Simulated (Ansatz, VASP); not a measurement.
# One calculation of PIr2, two programs

The input INCAR:

```
PREC     = Accurate       # precision mode
ENCUT    = 520            # plane-wave cutoff, eV
EDIFF    = 1E-8           # SCF threshold, eV
ISMEAR   = -1             # smearing method
SIGMA    = 0.05           # smearing width, eV
LREAL    = F              # projectors in reciprocal space
LASPH    = T              # aspherical terms in the spheres
NELM     = 80             # most SCF steps
ALGO     = Normal         # electronic algorithm
ISIF     = 2              # what is computed and relaxed
LWAVE    = F              # write WAVECAR
LCHARG   = F              # write CHGCAR
LEFG     = T            
NBANDS   = 18             # bands
```

Contents of KPOINTS:

```
Automatic mesh
0
Gamma
  11 11 11
```

File POSCAR:

```
PIr2
1.0
    0.0000000000      2.7489256148      2.7489256148
    2.7489256148      0.0000000000      2.7489256148
    2.7489256148      2.7489256148      0.0000000000
P Ir
1 2
Direct
    0.0000000000      0.0000000000      0.0000000000
    0.2500000000      0.2500000000      0.2500000000
    0.7500000000      0.7500000000      0.7500000000
```

Input for Ansatz:

```yaml
crystal:
  lattice:
    - [0.0, 2.7489256148, 2.7489256148]
    - [2.7489256148, 0.0, 2.7489256148]
    - [2.7489256148, 2.7489256148, 0.0]
  atoms:
    - { symbol: P, position: [0.0, 0.0, 0.0] }
    - { symbol: Ir, position: [0.25, 0.25, 0.25] }
    - { symbol: Ir, position: [0.75, 0.75, 0.75] }
kpoints:
  mp_grid: { grid: [11, 11, 11] }
scf:
  occupations: { method: fermi_dirac, width: 0.05 }
hamiltonian:
  xc: lda
  pseudopotentials: { kind: all_electron, datasets: crystal }
output:
  forces: true
  stress: true
  eigenvalues: true
  efg: { contact_densities: true }
```

Change from the starting cell: volume scaled by 0.98, crystal datasets.

Alike in both runs: task electric field gradients; functional LDA; k mesh 11 × 11 × 11; occupations fermi-dirac, width 0.05 eV; no spin polarisation.

```csv
,VASP,Ansatz
version,VASP 6.6.1,Ansatz 0.2.0
potentials or method,"VASP PAW LDA potentials, release 64 (P, Ir), cutoff 520 eV","all-electron PAW with datasets made for the crystal, scalar-relativistic"
```

```tsv
	VASP	Ansatz	Ansatz less VASP
pressure (GPa)	3.5	1.4	-2.03
```

LDA's correlation is that of Perdew and Zunger in VASP and of Perdew and Wang (1992) in Ansatz. Ansatz ran all-electron here, and VASP with PAW potentials.

Neither program's run includes spin-orbit coupling.
